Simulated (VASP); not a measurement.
# GaSb: single point with BHLYP

Crystal: GaSb.

```
Sb Ga
1.0
     0.00000    2.99655    2.99655
     2.99655    0.00000    2.99655
     2.99655    2.99655    0.00000
Sb Ga
1 1
Direct
  0.75000 0.75000 0.75000
  0.00000 0.00000 0.00000
```

```json
{"Program": "VASP 6.6.1", "Task": "single point", "Functional": "BHLYP", "Potentials or basis": "VASP PAW PBE potentials, release 64 (Sb_d_GW, Ga_d)", "Cutoff": "400 eV", "k mesh": "4 × 4 × 4", "Occupations": "fermi-dirac, width 0.05 eV", "Spin": "no spin polarisation"}
```

| Property | Result |
| --- | --- |
| Pressure | 5.7 GPa |
| Band gap on the k mesh | 3.41 eV (least direct gap 3.66 eV) |

Levels at points of the mesh, in eV from the valence-band top:
```tsv
k point	band 11	band 12	band 13	band 14	band 15	band 16	band 17	band 18
(0.00, 0.00, 0.00)	-14.30	0.00	0.00	0.00	3.66	5.69	5.69	5.69
(0.50, 0.00, 0.00)	-12.14	-7.89	-1.45	-1.45	3.41	6.79	6.79	9.72
(0.50, 0.50, 0.00)	-11.00	-8.40	-3.27	-3.27	3.56	3.86	13.10	13.10
```

Wall time 16 min on 1 thread of Intel(R) Xeon(R) Platinum 8488C (Sapphire Rapids), with other jobs on the host, peak memory 0.18 GiB.

Caveat: the k points lie up to 0.45 Å⁻¹ apart; the PAW data sets were made with another functional, which shifts forces and pressure a little; spin-orbit coupling is left out, which moves the levels of the heavy elements. A k mesh can miss the band edges.
